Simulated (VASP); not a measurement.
A run of VASP 6.6.1 is set up as follows.

Contents of INCAR:

```
SYSTEM = Te2Mo
PREC = Accurate
ENCUT = 500
EDIFF = 1E-6
ISMEAR = 0
SIGMA = 0.1
LREAL = .FALSE.
LASPH = .TRUE.
NELM = 120
ALGO = Normal
ISIF = 2
LWAVE = .FALSE.
LCHARG = .FALSE.
GGA = PE
NBANDS = 20
GGA_COMPAT = .FALSE.
```

KPOINTS

```
regular mesh
0
G
  6 6 1
  0 0 0
```

Contents of POSCAR:

```
Te2Mo
1.0
    3.7407991870      0.0000000000      0.0000000000
   -1.8703995935      3.2396271264      0.0000000000
    0.0000000000      0.0000000000     18.4128355280
Te Mo
2 1
Direct
    0.3333333333      0.6666666667      0.8978554500
    0.3333333333      0.6666666667      0.1021445500
    0.0000000000      0.0000000000      0.0000000000
```

Potentials or basis: VASP PAW PBE potentials, release 64 (Te, Mo_sv).

Launch:

```bash
$ cat potpaw_PBE.64/Te/POTCAR potpaw_PBE.64/Mo_sv/POTCAR > POTCAR
$ mpirun -np 1 vasp_std > vasp.out
```

(1) Estimate the largest force.

(2) What does it give for the band gap on the k mesh?

Results:

(1) 1.462 eV/Å.

(2) 0.84 eV, direct.

Caveat: spin-orbit coupling is left out, which moves the levels of the heavy elements.
